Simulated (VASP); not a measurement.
# ZnS (P6_3mc) in VASP: notebook, part 2 of 2

VASP 6.6.1.

## 3. Electric field gradients, PBEsol (equal xx and yy strain of -1 %)

Input file INCAR:

```
SYSTEM = ZnS
ALGO     = Normal         ! electronic algorithm
EDIFF    = 1E-8           ! SCF threshold, eV
ENCUT    = 520            ! plane-wave cutoff, eV
GGA      = PS             ! functional
ISIF     = 2              ! what is computed and relaxed
ISMEAR   = -1             ! smearing method
LASPH    = .True.         ! aspherical terms in the spheres
LCHARG   = .False.        ! write CHGCAR
LEFG     = .True.       
LREAL    = .False.        ! projectors in reciprocal space
LWAVE    = .False.        ! write WAVECAR
NBANDS   = 26             ! bands
NELM     = 80             ! most SCF steps
PREC     = Accurate       ! precision mode
SIGMA    = 0.03           ! smearing width, eV
```

Input file KPOINTS:

```
k-points
0
Gamma
  8 8 5
  0 0 0
```

Input file POSCAR:

```
ZnS
1.0
    3.7728887938      0.0000000000      0.0000000000
   -1.8864443969      3.2674175410      0.0000000000
    0.0000000000      0.0000000000      6.2340000000
Zn S
2 2
Direct
    0.3333333333      0.6666666667      0.0000000000
    0.6666666667      0.3333333333      0.5000000000
    0.3333333333      0.6666666667      0.3850000000
    0.6666666667      0.3333333333      0.8850000000
```

Potentials or basis: VASP PAW PBE potentials, release 64 (Zn, S).

On the command line:

```sh
cat potpaw_PBE.64/Zn/POTCAR potpaw_PBE.64/S/POTCAR > POTCAR
mpirun -np 1 vasp_std > vasp.out
```

OUTCAR:

```text
SYSTEM = ZnS
   EDIFF = 1E-8
   ENCUT = 520
   GGA = PS
   ISIF = 2
   ISMEAR = -1
   LASPH = .True.
   LREAL = .False.
   NELM = 80
   PREC = Accurate

 ion  position               nearest neighbor table
   1  0.333  0.667  0.000-   4 2.29   4 2.29   4 2.29   3 2.40
   2  0.667  0.333  0.500-   3 2.29   3 2.29   3 2.29   4 2.40
   3  0.333  0.667  0.385-   2 2.29   2 2.29   2 2.29   1 2.40
   4  0.667  0.333  0.885-   1 2.29   1 2.29   1 2.29   2 2.40

  LATTYP: Found a hexagonal cell.
 ALAT       =     3.7728887938
 C/A-ratio  =     1.6523148019

  Lattice vectors:

 A1 = (   3.7728887938,   0.0000000000,   0.0000000000)
 A2 = (  -1.8864443969,   3.2674175410,   0.0000000000)
 A3 = (   0.0000000000,   0.0000000000,   6.2340000000)

Analysis of symmetry for initial positions (statically):
=====================================================================
 Subroutine PRICEL returns:
 Original cell was already a primitive cell.

 Routine SETGRP: Setting up the symmetry group for a
 hexagonal supercell.

 Subroutine GETGRP returns: Found 12 space group operations
[... 897 lines left out ...]
     -0.00000      2.17828      0.00000        -0.000000     -0.000000      0.384398
      1.88644      1.08914      3.11700        -0.000000     -0.000000      0.384398
     -0.00000      2.17828      2.40009         0.000000      0.000000     -0.384398
      1.88644      1.08914      5.51709        -0.000000      0.000000     -0.384398
 -----------------------------------------------------------------------------------
    total drift:                               -0.000001     -0.000001      0.000185

  FREE ENERGIE OF THE ION-ELECTRON SYSTEM (eV)
  ---------------------------------------------------
  free  energy   TOTEN  =       -15.1355699279 eV

  energy  without entropy=      -15.1355699279  energy(sigma->0) =      -15.13556993

 Electric field gradients (V/A^2)
---------------------------------------------------------------------
 ion       V_xx      V_yy      V_zz      V_xy      V_xz      V_yz
---------------------------------------------------------------------
   1     -12.028   -12.022    24.050     0.005    -0.000     0.000
   2     -12.028   -12.022    24.050     0.005     0.000    -0.000
   3       1.548     1.548    -3.095    -0.000    -0.000     0.000
   4       1.548     1.548    -3.095    -0.000     0.000    -0.000
---------------------------------------------------------------------

 Electric field gradients after diagonalization (V/A^2)
 (convention: |V_zz| > |V_xx| > |V_yy|)
----------------------------------------------------------------------
 ion       V_xx      V_yy      V_zz     asymmetry (V_yy - V_xx)/ V_zz
----------------------------------------------------------------------
   1     -12.031   -12.019    24.050       0.001
   2     -12.031   -12.019    24.050       0.001
   3       1.548     1.548    -3.095       0.000
   4       1.548     1.548    -3.095       0.000
----------------------------------------------------------------------

           NMR quadrupolar parameters

 Cq : quadrupolar parameter    Cq=e*Q*V_zz/h
 eta: asymmetry parameters     (V_yy - V_xx)/ V_zz
 Q  : nuclear electric quadrupole moment in mb (millibarn)
----------------------------------------------------------------------
 ion       Cq(MHz)       eta       Q (mb)
----------------------------------------------------------------------
   1       0.058       0.001       1.000
   2       0.058       0.001       1.000
   3      -0.007       0.000       1.000
   4      -0.007       0.000       1.000
----------------------------------------------------------------------
```

It took 99 s on 1 thread of Intel Xeon 8259CL, shared host; peak memory 0.21 GiB.

Results:

- Free energy: -15.1356 eV
- Pressure: 0.5 GPa
- Largest force: 0.384 eV/Å
- Band gap on the k mesh: 2.20 eV
- Largest electric field gradient by atom: Zn +24.1; S -3.1 V/Å²

Forces in eV/Å, atoms in the order of the input:
```
Zn   0.000  0.000  0.384
Zn   0.000  0.000  0.384
S    0.000  0.000 -0.384
S    0.000  0.000 -0.384
```

Stress tensor (GPa, compression positive):
```
 1.71  0.00  0.00
 0.00  1.71  0.00
 0.00  0.00 -1.78
```

Levels at points of the mesh, in eV from the valence-band top:
```tsv
k point	band 15	band 16	band 17	band 18	band 19	band 20	band 21	band 22
(0.00, 0.00, 0.00)	-0.86	-0.03	0.00	0.00	2.20	2.99	6.24	6.24
(0.50, 0.00, 0.00)	-3.29	-2.32	-1.65	-1.04	3.51	4.20	4.99	7.07
```

Electric field gradients, principal values (V/Å²):
| atom | least | middle | greatest (by size) |
| --- | --- | --- | --- |
| 1 Zn | -12.019 | -12.031 | 24.050 |
| 2 Zn | -12.019 | -12.031 | 24.050 |
| 3 S | 1.548 | 1.548 | -3.095 |
| 4 S | 1.548 | 1.548 | -3.095 |

Caveat: the cell differs from its parent crystal (equal xx and yy strain of -1 %); without QUAD_EFG the Cq values of the log hold for a quadrupole moment of 1 mb, not for the nuclei; the PAW data sets were made with another functional, which shifts forces and pressure a little.
